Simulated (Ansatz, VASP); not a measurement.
## TaN in VASP and in Ansatz

The input INCAR:

```
  PREC = Accurate
  ENCUT = 520
  EDIFF = 1E-6
  ISMEAR = 0
  SIGMA = 0.15
  LREAL = False
  LASPH = True
  NELM = 100
  ALGO = Normal
  ISIF = 2
  LWAVE = False
  LCHARG = True
  GGA = PS
  LELF = True
  LVHAR = True
  NBANDS = 15
```

Contents of KPOINTS:

```
Automatic mesh
0
Gamma
  18 18 18
```

Contents of POSCAR:

```
TaN
1.0
   -0.1093721820      2.1874436400      2.1874436400
    2.0780714580      0.0000000000      2.0780714580
    2.1874436400      2.1874436400     -0.1093721820
Ta N
1 1
Direct
    0.5000000000      0.5000000000      0.5000000000
    0.0000000000      0.0000000000      0.0000000000
```

Input for Ansatz:

```yaml
crystal:
  lattice:
    - [-0.109372182, 2.18744364, 2.18744364]
    - [2.078071458, 0.0, 2.078071458]
    - [2.18744364, 2.18744364, -0.109372182]
  atoms:
    - { symbol: Ta, position: [0.5, 0.5, 0.5] }
    - { symbol: "N", position: [0.0, 0.0, 0.0] }
basis:
  ecutwfc: 520.0
kpoints:
  mp_grid: { grid: [18, 18, 18] }
hamiltonian:
  xc: pbesol
  pseudopotentials: { kind: paw, azcp: { folder: soft_1 } }
scf:
  occupations: { method: gaussian, width: 0.15 }
output:
  forces: true
  stress: true
  eigenvalues: true
```

Change from the starting cell: engineering shear strain xz -0.1000, normal strain along z +0.0000.

Alike in both runs: task single point; functional PBEsol; k mesh 18 × 18 × 18; occupations gaussian, width 0.15 eV; no spin polarisation.

|  | VASP | Ansatz |
| --- | --- | --- |
| version | VASP 6.6.1 | Ansatz 0.2.0 |
| potentials or method | VASP PAW PBE potentials, release 64 (Ta_pv, N), cutoff 520 eV | scalar-relativistic, plane waves, PAW |
| valence electrons in the cell | 16 | 18 |

VASP gave:

| Quantity | Value |
| --- | --- |
| gap on the k mesh at the Fermi level (eV) | none |
| pressure (GPa) | 2.4 |
| traceless stress, the component that is largest in VASP (GPa) | 6.12 |

Problem. What did Ansatz give for the same quantities?

Solution. gap on the k mesh at the Fermi level (eV): none; pressure (GPa): 1.2; traceless stress, the component that is largest in VASP (GPa): 6.22.

VASP's potentials were made for PBE, not for PBEsol, and Ansatz warns of the same on its side. A gap of «none» marks a metal or a gap that the smearing closes. VASP's potentials hold 16 valence electrons a cell and Ansatz's 18, so a difference there can come from the potentials and not from the codes.

Neither program's run includes spin-orbit coupling.
